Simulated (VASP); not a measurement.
Mg:

```
Mg
1.0
     2.77514    0.00000    0.00000
    -1.38757    2.40334    0.00000
     0.00000    0.00000    5.15166
Mg
2
Cartesian
  0.0000 1.6022 1.2879
  1.3876 0.8011 3.8637
```

```yaml
Program: VASP 6.6.1
Task: relaxation of cell and atoms
Functional: PBE
Potentials_or_basis: VASP PAW PBE potentials, release 64 (Mg)
Cutoff: 600 eV
k_mesh: 7 × 7 × 4
Occupations: gaussian, width 0.2702 eV
Spin: no spin polarisation
```

At the start: pressure 20.1 GPa; volume 17.18 Å³/atom.

**Question.** How do energy, volume and symmetry change on relaxing?

**Answer.** Over 4 steps the energy falls by 340.4 meV/atom and the volume is 23.01 Å³/atom (+34.0 %); space group P6_3/mmc (No. 194, to 0.05 Å).

Step by step:
| step | energy change (eV) | largest force (eV/Å) | pressure (GPa) | volume (Å³) |
| --- | --- | --- | --- | --- |
| 1 | 0.0000 | 0.0000 | 20.08 | 34.36 |
| 2 | -0.6808 | 0.0000 | -0.03 | 46.09 |
| 3 | -0.6808 | 0.0000 | 0.03 | 46.00 |
| 4 | -0.6808 | 0.0000 | 0.02 | 46.03 |

Final structure:
```
Mg
1.0
     3.15241    0.00000    0.00000
    -1.57621    2.73007    0.00000
     0.00000    0.00000    5.34792
Mg
2
Direct
  0.33333 0.66667 0.25000
  0.66666 0.33333 0.75000
```

Caveat: the k points lie up to 0.33 Å⁻¹ apart in the final cell; the volume moved by over 15 % at a fixed basis, so the end points are rough.
